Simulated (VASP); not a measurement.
# Al (P6_3/mmc) in VASP: further runs

Al is run at these levels: LDA; tasks: single point.

Program: VASP 6.6.1. These are calculated values, not measurements. Logs are shortened: lines on timing, memory, paths and dates and some standing lists are left out, and cuts for length are marked.

**1. The cell of the first run**

Symmetry: P6_3/mmc, No. 194, hexagonal system. Conventional cell: a = 2.735 Å, b = 2.735 Å, c = 4.733 Å, α = 90.00°, β = 90.00°, γ = 120.00°. Al (site symmetry -6m2) has 12 Al at 2.74 to 2.85 Å within 3.6 Å.

**2. Single point, LDA**

File INCAR:

```
ALGO = Normal ; EDIFF = 1E-6
ENCUT = 520 ; ISIF = 2
ISMEAR = -1 ; LASPH = True
LCHARG = False ; LREAL = False
LWAVE = False ; NBANDS = 10
NELM = 60 ; PREC = Accurate
SIGMA = 0.1
```

File KPOINTS:

```
k-points
0
Gamma
  12 12 6
```

File POSCAR:

```
Al
1.0
    2.7353626476      0.0000000000      0.0000000000
   -1.3676813287      2.3688935413      0.0000000000
    0.0000000000      0.0000000000      4.7334439289
Al
2
Direct
    0.6666666667      0.3333333333      0.7500000000
    0.3333333333      0.6666666667      0.2500000000
```

Potentials or basis: VASP PAW LDA potentials, release 64 (Al).

Run with:

```
> cat potpaw_LDA.64/Al/POTCAR > POTCAR
> mpirun -np 1 vasp_std > vasp.out
```

OUTCAR:

```text
EDIFF = 1E-6
   ENCUT = 520
   ISIF = 2
   ISMEAR = -1
   LASPH = True
   LREAL = False
   NELM = 60
   PREC = Accurate

 ion  position               nearest neighbor table
   1  0.667  0.333  0.750-   2 2.85   2 2.85   2 2.85   2 2.85   2 2.85   2 2.85
   2  0.333  0.667  0.250-   1 2.85   1 2.85   1 2.85   1 2.85   1 2.85   1 2.85

  LATTYP: Found a hexagonal cell.
 ALAT       =     2.7353626476
 C/A-ratio  =     1.7304630277

  Lattice vectors:

 A1 = (   2.7353626476,   0.0000000000,   0.0000000000)
 A2 = (  -1.3676813287,   2.3688935413,   0.0000000000)
 A3 = (   0.0000000000,   0.0000000000,   4.7334439289)

Analysis of symmetry for initial positions (statically):
=====================================================================
 Subroutine PRICEL returns:
 Original cell was already a primitive cell.

 Routine SETGRP: Setting up the symmetry group for a
 hexagonal supercell.

 Subroutine GETGRP returns: Found 24 space group operations
 (whereof 12 operations were pure point group operations)
 out of a pool of 24 trial point group operations.

The static configuration has the point symmetry D_3d.
 The point group associated with its full space group is D_6h.

Analysis of symmetry for dynamics (positions and initial velocities):
=====================================================================
 Subroutine PRICEL returns:
 Original cell was already a primitive cell.

 Routine SETGRP: Setting up the symmetry group for a
 hexagonal supercell.

 Subroutine GETGRP returns: Found 24 space group operations
 (whereof 12 operations were pure point group operations)
 out of a pool of 24 trial point group operations.

The dynamic configuration has the point symmetry D_3d.
 The point group associated with its full space group is D_6h.

 Subroutine INISYM returns: Found 24 space group operations
 (whereof 12 operations are pure point group operations),
 and found     1 'primitive' translations

----------------------------------------------------------------------------------------

                                     Primitive cell

  volume of cell :      30.6717

  direct lattice vectors                    reciprocal lattice vectors
     2.735362648  0.000000000  0.000000000     0.365582239  0.211069005  0.000000000
    -1.367681329  2.368893541  0.000000000     0.000000000  0.422138008  0.000000000
     0.000000000  0.000000000  4.733443929     0.000000000  0.000000000  0.211262669

  length of vectors
     2.735362648  2.735362650  4.733443929     0.422138008  0.422138008  0.211262669

  position of ions in fractional coordinates (direct lattice)
     0.666666667  0.333333333  0.750000000
     0.333333333  0.666666667  0.250000000

  ion indices of the primitive-cell ions
   primitive index   ion index
                 1           1
                 2           2

----------------------------------------------------------------------------------------

 KPOINTS: k-points

Automatic generation of k-mesh.
 Grid dimensions read from file:
 generate k-points for:   12   12    6

 Generating k-lattice:

  Cartesian coordinates                     Fractional coordinates (reciprocal lattice)
     0.030465187  0.017589084  0.000000000     0.083333333  0.000000000  0.000000000
     0.000000000  0.035178167  0.000000000     0.000000000  0.083333333  0.000000000
     0.000000000  0.000000000  0.035210445     0.000000000  0.000000000  0.166666667

  Length of vectors
     0.035178167  0.035178167  0.035210445

  Shift w.r.t. Gamma in fractional coordinates (k-lattice)
     0.000000000  0.000000000  0.000000000

 Subroutine IBZKPT returns following result:
 ===========================================

 Found     76 irreducible k-points:

 Following reciprocal coordinates:
            Coordinates               Weight
  0.000000  0.000000  0.000000      1.000000
  0.083333 -0.000000  0.000000      6.000000
  0.166667  0.000000  0.000000      6.000000
  0.250000  0.000000  0.000000      6.000000
  0.333333  0.000000  0.000000      6.000000
  0.416667  0.000000  0.000000      6.000000
[... 16 lines left out ...]
  0.250000  0.000000  0.166667     12.000000
  0.333333  0.000000  0.166667     12.000000
 [... further k-points ...]
   k-points           NKPTS =     76   k-points in BZ     NKDIM =     76   number of bands    NBANDS=     10
   number of dos      NEDOS =    301   number of ions     NIONS =      2
   total plane-waves  NPLWV =  14400
   dimension x,y,z NGX =    20 NGY =   20 NGZ =   36
   dimension x,y,z NGXF=    40 NGYF=   40 NGZF=   72
   ions per type =               2
   NGX,Y,Z   is equivalent  to a cutoff of  12.16, 12.16, 12.64 a.u.
   NGXF,Y,Z  is equivalent  to a cutoff of  24.31, 24.31, 25.29 a.u.
 SYSTEM =  unknown system
   PREC   = accura    normal or accurate (medium, high low for compatibility)
   ISTART =      0    job   : 0-new  1-cont  2-samecut
   ICHARG =      2    charge: 1-file 2-atom 10-const
   ISPIN  =      1    spin polarized calculation?
   LNONCOLLINEAR =      F non collinear calculations
   LSORBIT =      F    spin-orbit coupling
   LASPH  =      T    aspherical Exc in radial PAW
   ENCUT  =  520.0 eV  38.22 Ry    6.18 a.u.   5.09  5.09  8.80*2*pi/ulx,y,z
   NELM   =     60;   NELMIN=  2; NELMDL= -5     # of ELM steps
   EDIFF  = 0.1E-05   stopping-criterion for ELM
   LREAL  =      F    real-space projection
   EDIFFG = 0.1E-04   stopping-criterion for IOM
   NSW    =      0    number of steps for IOM
   IBRION =     -1    ionic relax: 0-MD 1-quasi-New 2-CG
   NFREE  =      0    steps in history (QN), initial steepest desc. (CG)
   ISIF   =      2    stress and relaxation
   ISYM   =      2    0-nonsym 1-usesym 2-fastsym
   POTIM  = 0.5000    time-step for ionic-motion
   TEBEG  =    0.0;   TEEND  =   0.0 temperature during run
   PSTRESS=    0.0 pullay stress
   NELECT =       6.0000    total number of electrons
   NUPDOWN=      -1.0000    fix difference up-down
   EMIN   =  10.00;   EMAX   =-10.00  energy-range for DOS
   EFERMI =   0.00;   METHOD = LEGACY
   ISMEAR =    -1;   SIGMA  =   0.10  broadening in eV -4-tet -1-fermi 0-gaus
   EFERMI_NEDOS =   21; number of points for ismear=-14 and -15
   IALGO  =     38    algorithm
   IMIX   =      4    mixing-type and parameters
     AMIX     =   0.40;   BMIX     =  1.00
     AMIX_MAG =   1.60;   BMIX_MAG =  1.00
  volume/ion in A,a.u.               =      15.34       103.49
  Fermi-wavevector in a.u.,A,eV,Ry     =   0.950341  1.795884 12.288068  0.903148
  Thomas-Fermi vector in A             =   2.078708
   LORBIT       =      0    0 simple, 1 ext, 2 COOP (PROOUT), +10 PAW based schemes
   GGA     = CA    functional components
   LHFCALC =     F    Hartree Fock is set to
   AEXX    =    0.0000 exact exchange contribution
   IVDW    =     0    specifies the selected vdW correction
   LEPSILON=     F    determine dielectric tensor
   LRPA    =     F    only Hartree local field effects (RPA)
 non-spin polarized calculation
  energy-cutoff  :      520.00
  volume of cell :       30.67
 maximum number of plane-waves:       845
   NGX = 11   NGY = 11   NGZ = 17

 number of electron       6.0000000 magnetization

 Free energy of the ion-electron system (eV)
  ---------------------------------------------------
  ext. energy  EPLUGINS =         0.00000000
  ---------------------------------------------------
  free energy    TOTEN  =        -8.29696511 eV

  energy without entropy =       -8.26993454  energy(sigma->0) =       -8.28344983

 E-fermi :   8.5637     XC(G=0): -10.6169

 val. band max:        8.5586821375   @ k =   0.3333   0.0833   0.5000
 cond. band min:       8.5778352085   @ k =   0.2500   0.2500   0.3333
 fundamental gap:      0.0191530710
 Fermi energy:         8.5636985331

 k-point     1 :       0.0000    0.0000    0.0000
  band No.  band energies     occupation
      1      -3.0467      2.00000
      2       3.3502      2.00000
      3       3.4238      2.00000
      4      20.0724      0.00000
      5      20.6253      0.00000
      6      20.6253      0.00000
      7      20.6729      0.00000
      8      20.6729      0.00000
      9      21.7130      0.00000
     10      24.0882      0.00000

 k-point     2 :       0.0833   -0.0000    0.0000
  band No.  band energies     occupation
      1      -2.8641      2.00000
      2       3.5280      2.00000
      3       3.5931      2.00000
      4      17.6151      0.00000
      5      18.9818      0.00000
      6      19.8219      0.00000
      7      21.1481      0.00000
      8      21.8086      0.00000
      9      22.5351      0.00000
     10      23.4315      0.00000

 k-point     3 :       0.1667    0.0000    0.0000
  band No.  band energies     occupation
      1      -2.3181      2.00000
      2       4.0566      2.00000
      3       4.1011      2.00000
      4      14.3191      0.00000
      5      17.6151      0.00000
      6      18.5162      0.00000
      7      19.9870      0.00000
      8      20.2787      0.00000
      9      22.3066      0.00000
     10      22.3649      0.00000

 k-point     4 :       0.2500    0.0000    0.0000
  band No.  band energies     occupation
      1      -1.4134      2.00000
      2       4.9158      2.00000
      3       4.9479      2.00000
      4      11.2117      0.00000
      5      16.4211      0.00000
      6      16.5543      0.00000
      7      17.1884      0.00000
      8      18.5598      0.00000
      9      21.7961      0.00000
     10      22.2704      0.00000
[... 222 lines left out ...]
 k-point    22 :       0.1667    0.0000    0.1667
  band No.  band energies     occupation
      1      -2.1363      2.00000
      2       2.1551      2.00000
      3       6.3190      2.00000
      4      14.4581      0.00000
      5      17.7668      0.00000
      6      17.9393      0.00000
      7      18.0304      0.00000
      8      20.1341      0.00000
      9      21.3882      0.00000
     10      22.1098      0.00000

 k-point    23 :       0.2500    0.0000    0.1667
  band No.  band energies     occupation
      1      -1.2328      2.00000
      2       3.0268      2.00000
      3       7.1401      2.00000
      4      11.3811      0.00000
      5      15.1736      0.00000
      6      16.7069      0.00000
      7      17.7215      0.00000
      8      18.8627      0.00000
      9      20.3160      0.00000
     10      20.3772      0.00000

 k-point    24 :       0.3333    0.0000    0.1667
  band No.  band energies     occupation
      1       0.0208      2.00000
      2       4.2236      2.00000
      3       7.9208      1.99678
      4       8.9288      0.05063
      5      12.4662      0.00000
      6      15.9513      0.00000
      7      16.0475      0.00000
      8      17.7436      0.00000
      9      19.6365      0.00000
     10      20.4081      0.00000

 [... further k-points ...]
[... 5 lines left out ...]
  --------------------------------------------------------------------------------------
  -------------------------------------------------------------------------------------
  Total        0.9983441      0.9983441      0.0842320     -0.0000000     -0.0000000      0.0000000
  in kB       52.1498596     52.1498596      4.3999718     -0.0000001     -0.0000000      0.0000000
  external PRESSURE =      36.2332303 kB  Pullay stress =       0.0000000 kB

 VOLUME and BASIS-vectors are now :
 -----------------------------------------------------------------------------
  energy-cutoff  :      520.00
  volume of cell :       30.67
      direct lattice vectors                 reciprocal lattice vectors
     2.735362648  0.000000000  0.000000000     0.365582239  0.211069005  0.000000000
    -1.367681329  2.368893541  0.000000000     0.000000000  0.422138008  0.000000000
     0.000000000  0.000000000  4.733443929     0.000000000  0.000000000  0.211262669

 POSITION                                       TOTAL-FORCE (eV/Angst)
 -----------------------------------------------------------------------------------
      1.36768      0.78963      3.55008         0.000000      0.000000      0.000000
     -0.00000      1.57926      1.18336        -0.000000      0.000000      0.000000
 -----------------------------------------------------------------------------------
    total drift:                                0.000000     -0.000000     -0.000000

  FREE ENERGIE OF THE ION-ELECTRON SYSTEM (eV)
  ---------------------------------------------------
  free  energy   TOTEN  =        -8.2969651122 eV

  energy  without entropy=       -8.2699345420  energy(sigma->0) =       -8.28344983
```

It took 16 s on 1 thread of Intel Xeon 8259CL, shared host; peak memory 0.13 GiB.

Results:

```
Free energy            : -8.2970 eV
Pressure               : 3.6 GPa
Band gap on the k mesh : zero (band 3 reaches 12.39 eV, above the bottom of band 4 at 5.39 eV)
```

**3. Single point, LDA**

This run uses another cell than the first one, of 16.00 Å³/atom, 1.043 times its volume.

File INCAR:

```
SYSTEM = Al
PREC = Accurate ; ENCUT = 520
EDIFF = 1E-6 ; ISMEAR = -1
SIGMA = 0.1 ; LREAL = .False.
LASPH = .True. ; NELM = 100
ALGO = Normal ; ISIF = 2
LWAVE = .False. ; LCHARG = .False.
GGA = CA ; NBANDS = 10
```

File KPOINTS:

```
Automatic mesh
0
Gamma
  12 12 6
  0 0 0
```

File POSCAR:

```
Al
1.0
    2.7744445371      0.0000000000      0.0000000000
   -1.3872222735      2.4027394504      0.0000000000
    0.0000000000      0.0000000000      4.8010736936
Al
2
Direct
    0.6666666667      0.3333333333      0.7500000000
    0.3333333333      0.6666666667      0.2500000000
```

Potentials or basis: VASP PAW LDA potentials, release 64 (Al).

Run with:

```
> cat potpaw_LDA.64/Al/POTCAR > POTCAR
> mpirun -np 1 vasp_std > vasp.out
```

It took 16 s on 1 thread of Intel Xeon 8259CL, shared host; peak memory 0.14 GiB.

Results (log left out):

- Free energy: -8.3109 eV
- Pressure: -0.1 GPa
- Band gap on the k mesh: zero (band 3 reaches 11.85 eV, above the bottom of band 4 at 4.98 eV)

Stress tensor (GPa, compression positive):
```
 1.13  0.00  0.00
 0.00  1.13  0.00
 0.00  0.00 -2.68
```

Levels at points of the mesh, in eV from the Fermi level:
```tsv
k point	band 1	band 2	band 3	band 4	band 5	band 6
(0.00, 0.00, 0.00)	-11.31	-5.14	-4.95	11.32	11.68	11.68
(0.50, 0.00, 0.00)	-5.12	-5.04	0.62	0.65	1.41	1.45
(0.00, 0.00, 0.50)	-9.72	-9.72	2.44	2.44	12.68	12.68
(0.50, 0.00, 0.50)	-3.90	-3.90	-3.13	-3.13	7.53	7.53
```

(Continued in part 2 of 2.)
